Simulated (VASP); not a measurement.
RbBr: single point with PBEsol

Crystal: RbBr.

```
Rb Br
1.0
     0.00000    3.40780    3.40780
     3.40780    0.00000    3.40780
     3.40780    3.40780    0.00000
Rb Br
1 1
Direct
  0.00000 0.00000 0.00000
  0.50000 0.50000 0.50000
```

```yaml
Program: VASP 6.6.1
Task: single point
Functional: PBEsol
Potentials_or_basis: VASP PAW PBE potentials, release 64 (Rb_sv, Br)
Cutoff: 520 eV
k_mesh: 6 × 6 × 6
Occupations: gaussian, width 0.01 eV
Spin: non-collinear spin, zero start, spin-orbit coupling
Starting_moments: "[[0.0, 0.0, 0.0], [0.0, 0.0, 0.0]] μB"
Dipole_correction: no
Further_INCAR_settings: ALGO = Normal; EDIFF = 1e-07; NBANDS = 28
```

```
Pressure                                              : 0.2 GPa
Net moment                                            : 0.00 μB per cell
Valence electrons inside the program's atomic spheres : Rb 7.31; Br 4.87
```

Moments on the atoms (μB; x, y, z):
```
Rb  0.00 0.00 0.00
Br  0.00 0.00 0.00
```

Wall time 60 s on 1 thread of Intel(R) Xeon(R) 6975P-C (Granite Rapids) (shared host), peak memory 0.38 GiB.

Caveat: the PAW data sets were made with another functional, which shifts forces and pressure a little.
